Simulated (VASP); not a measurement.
# Co (Fm-3m) in VASP: a series of runs

The runs below take Co through single point, relaxation of cell and atoms, with RPBE.

Everything below comes from runs of VASP 6.6.1. Logs are shortened: lines on timing, memory, paths and dates and some standing lists are left out, and cuts for length are marked.

## 1. The cell of the first run

The structure is cubic, space group Fm-3m (No. 225). The conventional cell has a = 3.620 Å, b = 3.620 Å, c = 3.620 Å, α = 90.00°, β = 90.00°, γ = 90.00°. Co (site symmetry m-3m) has 12 Co at 2.56 Å within 3.4 Å.

## 2. Single point, RPBE (volume scaled by 1.12)

File INCAR:

```
SYSTEM = Co
ALGO = Normal ; EDIFF = 1E-6
ENCUT = 600 ; GGA = RP
GGA_COMPAT = .False. ; ISIF = 2
ISMEAR = -1 ; LASPH = .True.
LCHARG = .False. ; LREAL = .False.
LWAVE = .False. ; NBANDS = 10
NELM = 120 ; PREC = Accurate
SIGMA = 0.1
```

File KPOINTS:

```
k-points
0
Gamma
  17 17 17
  0 0 0
```

File POSCAR:

```
Co
1.0
    0.0000000000      1.8098765424      1.8098765424
    1.8098765424      0.0000000000      1.8098765424
    1.8098765424      1.8098765424      0.0000000000
Co
1
Direct
    0.0000000000      0.0000000000      0.0000000000
```

Potentials or basis: VASP PAW PBE potentials, release 64 (Co).

Launch:

```console
cat potpaw_PBE.64/Co/POTCAR > POTCAR
mpirun -np 1 vasp_std > vasp.out
```

OUTCAR:

```text
SYSTEM = Co
   EDIFF = 1E-6
   ENCUT = 600
   GGA = RP
   ISIF = 2
   ISMEAR = -1
   LASPH = .True.
   LREAL = .False.
   NELM = 120
   PREC = Accurate

 ion  position               nearest neighbor table
   1  0.000  0.000  0.000-

  LATTYP: Found a face centered cubic cell.
 ALAT       =     3.6197530848

  Lattice vectors:

 A1 = (   0.0000000000,   1.8098765424,   1.8098765424)
 A2 = (   1.8098765424,   0.0000000000,   1.8098765424)
 A3 = (   1.8098765424,   1.8098765424,   0.0000000000)

Analysis of symmetry for initial positions (statically):
=====================================================================
 Subroutine PRICEL returns:
 Original cell was already a primitive cell.

 Routine SETGRP: Setting up the symmetry group for a
 face centered cubic supercell.

 Subroutine GETGRP returns: Found 48 space group operations
 (whereof 48 operations were pure point group operations)
 out of a pool of 48 trial point group operations.

The static configuration has the point symmetry O_h .

Analysis of symmetry for dynamics (positions and initial velocities):
=====================================================================
 Subroutine PRICEL returns:
 Original cell was already a primitive cell.

 Routine SETGRP: Setting up the symmetry group for a
 face centered cubic supercell.

 Subroutine GETGRP returns: Found 48 space group operations
 (whereof 48 operations were pure point group operations)
 out of a pool of 48 trial point group operations.

The dynamic configuration has the point symmetry O_h .

 Subroutine INISYM returns: Found 48 space group operations
 (whereof 48 operations are pure point group operations),
 and found     1 'primitive' translations

----------------------------------------------------------------------------------------

                                     Primitive cell

  volume of cell :      11.8571

  direct lattice vectors                    reciprocal lattice vectors
     0.000000000  1.809876542  1.809876542    -0.276261937  0.276261937  0.276261937
     1.809876542  0.000000000  1.809876542     0.276261937 -0.276261937  0.276261937
     1.809876542  1.809876542  0.000000000     0.276261937  0.276261937 -0.276261937

  length of vectors
     2.559551952  2.559551952  2.559551952     0.478499712  0.478499712  0.478499712

  position of ions in fractional coordinates (direct lattice)
     0.000000000  0.000000000  0.000000000

  ion indices of the primitive-cell ions
   primitive index   ion index
                 1           1

----------------------------------------------------------------------------------------

 KPOINTS: k-points

Automatic generation of k-mesh.
 Grid dimensions read from file:
 generate k-points for:   17   17   17

 Generating k-lattice:

  Cartesian coordinates                     Fractional coordinates (reciprocal lattice)
    -0.016250702  0.016250702  0.016250702     0.058823529  0.000000000  0.000000000
     0.016250702 -0.016250702  0.016250702     0.000000000  0.058823529  0.000000000
     0.016250702  0.016250702 -0.016250702     0.000000000  0.000000000  0.058823529

  Length of vectors
     0.028147042  0.028147042  0.028147042

  Shift w.r.t. Gamma in fractional coordinates (k-lattice)
     0.000000000  0.000000000  0.000000000

 Subroutine IBZKPT returns following result:
 ===========================================

 Found    165 irreducible k-points:

 Following reciprocal coordinates:
            Coordinates               Weight
  0.000000  0.000000  0.000000      1.000000
  0.058824  0.000000  0.000000      8.000000
  0.117647  0.000000  0.000000      8.000000
  0.176471  0.000000  0.000000      8.000000
  0.235294  0.000000  0.000000      8.000000
  0.294118  0.000000  0.000000      8.000000
[... 16 lines left out ...]
 -0.176471  0.058824  0.000000     24.000000
 -0.117647  0.058824  0.000000     24.000000
 [... further k-points ...]
   k-points           NKPTS =    165   k-points in BZ     NKDIM =    165   number of bands    NBANDS=     10
   number of dos      NEDOS =    301   number of ions     NIONS =      1
   total plane-waves  NPLWV =   8000
   dimension x,y,z NGX =    20 NGY =   20 NGZ =   20
   dimension x,y,z NGXF=    40 NGYF=   40 NGZF=   40
   ions per type =               1
   NGX,Y,Z   is equivalent  to a cutoff of  12.99, 12.99, 12.99 a.u.
   NGXF,Y,Z  is equivalent  to a cutoff of  25.98, 25.98, 25.98 a.u.
 SYSTEM =  Co
   PREC   = accura    normal or accurate (medium, high low for compatibility)
   ISTART =      0    job   : 0-new  1-cont  2-samecut
   ICHARG =      2    charge: 1-file 2-atom 10-const
   ISPIN  =      1    spin polarized calculation?
   LNONCOLLINEAR =      F non collinear calculations
   LSORBIT =      F    spin-orbit coupling
   LASPH  =      T    aspherical Exc in radial PAW
   ENCUT  =  600.0 eV  44.10 Ry    6.64 a.u.   5.11  5.11  5.11*2*pi/ulx,y,z
   NELM   =    120;   NELMIN=  2; NELMDL= -5     # of ELM steps
   EDIFF  = 0.1E-05   stopping-criterion for ELM
   LREAL  =      F    real-space projection
   EDIFFG = 0.1E-04   stopping-criterion for IOM
   NSW    =      0    number of steps for IOM
   IBRION =     -1    ionic relax: 0-MD 1-quasi-New 2-CG
   NFREE  =      0    steps in history (QN), initial steepest desc. (CG)
   ISIF   =      2    stress and relaxation
   ISYM   =      2    0-nonsym 1-usesym 2-fastsym
   POTIM  = 0.5000    time-step for ionic-motion
   TEBEG  =    0.0;   TEEND  =   0.0 temperature during run
   PSTRESS=    0.0 pullay stress
   NELECT =       9.0000    total number of electrons
   NUPDOWN=      -1.0000    fix difference up-down
   EMIN   =  10.00;   EMAX   =-10.00  energy-range for DOS
   EFERMI =   0.00;   METHOD = LEGACY
   ISMEAR =    -1;   SIGMA  =   0.10  broadening in eV -4-tet -1-fermi 0-gaus
   EFERMI_NEDOS =   21; number of points for ismear=-14 and -15
   IALGO  =     38    algorithm
   IMIX   =      4    mixing-type and parameters
     AMIX     =   0.40;   BMIX     =  1.00
     AMIX_MAG =   1.60;   BMIX_MAG =  1.00
  volume/ion in A,a.u.               =      11.86        80.02
  Fermi-wavevector in a.u.,A,eV,Ry     =   1.493356  2.822034 30.342522  2.230112
  Thomas-Fermi vector in A             =   2.605767
   LORBIT       =      0    0 simple, 1 ext, 2 COOP (PROOUT), +10 PAW based schemes
   GGA     = RP    functional components
   LHFCALC =     F    Hartree Fock is set to
   AEXX    =    0.0000 exact exchange contribution
   IVDW    =     0    specifies the selected vdW correction
   LEPSILON=     F    determine dielectric tensor
   LRPA    =     F    only Hartree local field effects (RPA)
 non-spin polarized calculation
  energy-cutoff  :      600.00
  volume of cell :       11.86
 maximum number of plane-waves:       411
   NGX = 11   NGY = 11   NGZ = 11

 number of electron       9.0000002 magnetization

 Free energy of the ion-electron system (eV)
  ---------------------------------------------------
  ext. energy  EPLUGINS =         0.00000000
  ---------------------------------------------------
  free energy    TOTEN  =        -6.22734334 eV

  energy without entropy =       -6.13284255  energy(sigma->0) =       -6.18009294

 E-fermi :   8.9549     XC(G=0): -12.7907

 val. band max:        8.9512778398   @ k =  -0.3529   0.2941   0.0000
 cond. band min:       8.9552916067   @ k =   0.4118   0.2353   0.0588
 fundamental gap:      0.0040137669
 Fermi energy:         8.9548805166

 k-point     1 :       0.0000    0.0000    0.0000
  band No.  band energies     occupation
      1       0.7829      2.00000
      2       7.4138      2.00000
      3       7.4138      2.00000
      4       7.4138      2.00000
      5       8.4979      1.97949
      6       8.4979      1.97949
      7      31.3342      0.00000
      8      35.3494      0.00000
      9      35.3494      0.00000
     10      35.3494      0.00000

 k-point     2 :       0.0588    0.0000    0.0000
  band No.  band energies     occupation
      1       0.9118      2.00000
      2       7.3763      2.00000
      3       7.4444      2.00000
      4       7.4444      2.00000
      5       8.4844      1.98205
      6       8.4844      1.98205
      7      31.0055      0.00000
      8      33.7635      0.00000
      9      35.0770      0.00000
     10      35.0770      0.00000

 k-point     3 :       0.1176    0.0000    0.0000
  band No.  band energies     occupation
      1       1.2922      2.00000
      2       7.2756      2.00000
      3       7.5223      2.00000
      4       7.5223      2.00000
      5       8.4579      1.98620
      6       8.4579      1.98620
      7      29.2853      0.00000
      8      32.5196      0.00000
      9      34.5411      0.00000
     10      34.5411      0.00000

 k-point     4 :       0.1765    0.0000    0.0000
  band No.  band energies     occupation
      1       1.9020      2.00000
      2       7.1458      2.00000
      3       7.6015      2.00000
      4       7.6016      2.00000
      5       8.4626      1.98554
      6       8.4626      1.98554
      7      26.5940      0.00000
      8      32.0852      0.00000
      9      34.0147      0.00000
     10      34.0147      0.00000
[... 222 lines left out ...]
 k-point    22 :      -0.2353    0.0588    0.0000
  band No.  band energies     occupation
      1       3.0822      2.00000
      2       6.9839      2.00000
      3       7.5943      2.00000
      4       7.6582      2.00000
      5       8.4524      1.98694
      6       8.8030      1.64077
      7      22.9971      0.00000
      8      29.8673      0.00000
      9      33.1556      0.00000
     10      35.4236      0.00000

 k-point    23 :      -0.1765    0.0588    0.0000
  band No.  band energies     occupation
      1       2.2551      2.00000
      2       7.0591      2.00000
      3       7.6253      2.00000
      4       7.6632      2.00000
      5       8.3377      1.99584
      6       8.6292      1.92583
      7      25.7460      0.00000
      8      30.2996      0.00000
      9      33.7421      0.00000
     10      35.7048      0.00000

 k-point    24 :      -0.1176    0.0588    0.0000
  band No.  band energies     occupation
      1       1.5818      2.00000
      2       7.1892      2.00000
      3       7.5811      2.00000
      4       7.5839      2.00000
      5       8.3516      1.99522
      6       8.5418      1.96837
      7      28.4871      0.00000
      8      30.9085      0.00000
      9      34.0148      0.00000
     10      35.9440      0.00000

 [... further k-points ...]
[... 5 lines left out ...]
  --------------------------------------------------------------------------------------
  -------------------------------------------------------------------------------------
  Total       -1.4714584     -1.4714584     -1.4714584      0.0000000      0.0000000      0.0000000
  in kB     -198.8299147   -198.8299147   -198.8299147      0.0000000      0.0000000      0.0000000
  external PRESSURE =    -198.8299147 kB  Pullay stress =       0.0000000 kB

 VOLUME and BASIS-vectors are now :
 -----------------------------------------------------------------------------
  energy-cutoff  :      600.00
  volume of cell :       11.86
      direct lattice vectors                 reciprocal lattice vectors
     0.000000000  1.809876542  1.809876542    -0.276261937  0.276261937  0.276261937
     1.809876542  0.000000000  1.809876542     0.276261937 -0.276261937  0.276261937
     1.809876542  1.809876542  0.000000000     0.276261937  0.276261937 -0.276261937

 POSITION                                       TOTAL-FORCE (eV/Angst)
 -----------------------------------------------------------------------------------
      0.00000      0.00000      0.00000         0.000000      0.000000     -0.000000
 -----------------------------------------------------------------------------------
    total drift:                                0.000000      0.000000      0.000000

  FREE ENERGIE OF THE ION-ELECTRON SYSTEM (eV)
  ---------------------------------------------------
  free  energy   TOTEN  =        -6.2273433423 eV

  energy  without entropy=       -6.1328425460  energy(sigma->0) =       -6.18009294
```

Run time: 30 s. Hardware: 1 thread of Intel Xeon 8259CL, shared host; peak memory 0.14 GiB.

What came out:

* Free energy: -6.2273 eV
* Pressure: -19.9 GPa

Caveat: the cell differs from its parent crystal (volume scaled by 1.12); the PAW data sets were made with another functional, which shifts forces and pressure a little; the run has no spin polarisation, though such a crystal can be magnetic. Spin polarisation is off, so any magnetic state and its effect on volume and gap are missing.

## 3. Relaxation of cell and atoms, RPBE

This run uses another cell than the first one, of 11.07 Å³/atom, 0.934 times its volume.

File INCAR:

```
SYSTEM = Co
  ALGO = Normal
  EDIFF = 1E-7
  EDIFFG = -0.01
  ENCUT = 600
  GGA = RP
  GGA_COMPAT = .FALSE.
  IBRION = 2
  ISIF = 3
  ISMEAR = -1
  LASPH = .TRUE.
  LCHARG = .FALSE.
  LREAL = .FALSE.
  LWAVE = .FALSE.
  NELM = 120
  NELMIN = 4
  NSW = 80
  PREC = Accurate
  SIGMA = 0.1
```

File KPOINTS:

```
k-points
0
G
  15 15 15
  0 0 0
```

File POSCAR:

```
Co
1.0
    0.0000000000      1.7691019796      1.7691019796
    1.7691019796      0.0000000000      1.7691019796
    1.7691019796      1.7691019796      0.0000000000
Co
1
Direct
    0.0000000000      0.0000000000      0.0000000000
```

Potentials or basis: VASP PAW PBE potentials, release 64 (Co).

Launch:

```console
cat potpaw_PBE.64/Co/POTCAR > POTCAR
mpirun -np 1 vasp_std > vasp.out
```

It took 52 s on 1 thread of Intel Xeon 8259CL, shared host; peak memory 0.14 GiB.

The run converged. Its results:

```yaml
Free_energy: -6.3180 eV
Relaxed_volume: 10.56 Å³/atom
Relaxed_cell: a = 2.463 Å, b = 2.463 Å, c = 2.463 Å, α = 60.00°, β = 60.00°, γ = 60.00°
Space_group_after_relaxing_to_0.05_Å: Fm-3m (No. 225)
Energy_gained_by_relaxing: 16.4 meV/atom
Ionic_steps: 3
Pressure_after_relaxing: -0.1 GPa
```

The path:
```csv
step,energy change (eV),largest force (eV/Å),pressure (GPa),volume (Å³)
1,0.0000,0.0000,-9.67,11.07
2,0.0038,0.0000,13.05,10.04
3,-0.0164,0.0000,-0.07,10.56
```

Final structure:
```
Co
1.0
     0.00000    1.74139    1.74139
     1.74139    0.00000    1.74139
     1.74139    1.74139    0.00000
Co
1
Direct
  0.00000 0.00000 0.00000
```

Levels at points of the mesh, in eV from the Fermi level:
```tsv
k point	band 1	band 2	band 3	band 4	band 5	band 6	band 7	band 8
(0.00, 0.00, 0.00)	-8.92	-1.83	-1.83	-1.83	-0.54	-0.54	23.31	28.17
```

Caveat: the PAW data sets were made with another functional, which shifts forces and pressure a little; the run has no spin polarisation, though such a crystal can be magnetic.

## 4. Single point, RPBE

This run uses another cell than the first one, of 10.59 Å³/atom, 0.893 times its volume.

File INCAR:

```
SYSTEM = Co
ALGO = Normal ; EDIFF = 1E-6
ENCUT = 600 ; GGA = RP
GGA_COMPAT = .FALSE. ; ISIF = 2
ISMEAR = -1 ; LASPH = .TRUE.
LCHARG = .TRUE. ; LELF = .TRUE.
LREAL = .FALSE. ; LVHAR = .TRUE.
LWAVE = .FALSE. ; NBANDS = 10
NELM = 120 ; PREC = Accurate
SIGMA = 0.1
```

File KPOINTS:

```
k-points
0
G
  25 25 25
  0 0 0
```

File POSCAR:

```
Co
1.0
    0.0000000000      1.7427815101      1.7427815101
    1.7427815101      0.0000000000      1.7427815101
    1.7427815101      1.7427815101      0.0000000000
Co
1
Direct
    0.0000000000      0.0000000000      0.0000000000
```

Launch:

```console
cat potpaw_PBE.64/Co/POTCAR > POTCAR
mpirun -np 1 vasp_std > vasp.out
```

Wall time 78 s (1 thread of Intel Xeon 8259CL, shared host); peak memory 0.18 GiB.

It converged, with:

| Quantity | Value |
| --- | --- |
| Free energy | -6.3176 eV |
| Pressure | -0.6 GPa |

Levels at points of the mesh, in eV from the Fermi level:
| k point | band 2 | band 3 | band 4 | band 5 | band 6 | band 7 |
| --- | --- | --- | --- | --- | --- | --- |
| (0.00, 0.00, 0.00) | -1.83 | -1.83 | -1.83 | -0.54 | -0.54 | 23.29 |

Caveat: the PAW data sets were made with another functional, which shifts forces and pressure a little; the run has no spin polarisation, though such a crystal can be magnetic.

## 5. The runs side by side

```csv
task,cell,k mesh,gap on the mesh (eV),pressure (GPa)
single point,"a = 2.560 Å, angles 60.0°, 1 atom",17 × 17 × 17,none,-19.9
relaxation of cell and atoms,"relaxed from a = 2.502 Å, angles 60.0°, 1 atom",15 × 15 × 15,none,-0.1
single point,"a = 2.465 Å, angles 60.0°, 1 atom",25 × 25 × 25,none,-0.6
```

Alike in all rows: level RPBE; potentials or basis VASP PAW PBE potentials, release 64 (Co); no spin polarisation; cutoff (eV) 600; smearing fermi-dirac 0.1 eV.

Caveats: the PAW data sets were made with another functional, which shifts forces and pressure a little; the run has no spin polarisation, though such a crystal can be magnetic.

Absolute energies hang on the potentials; compare differences alone.
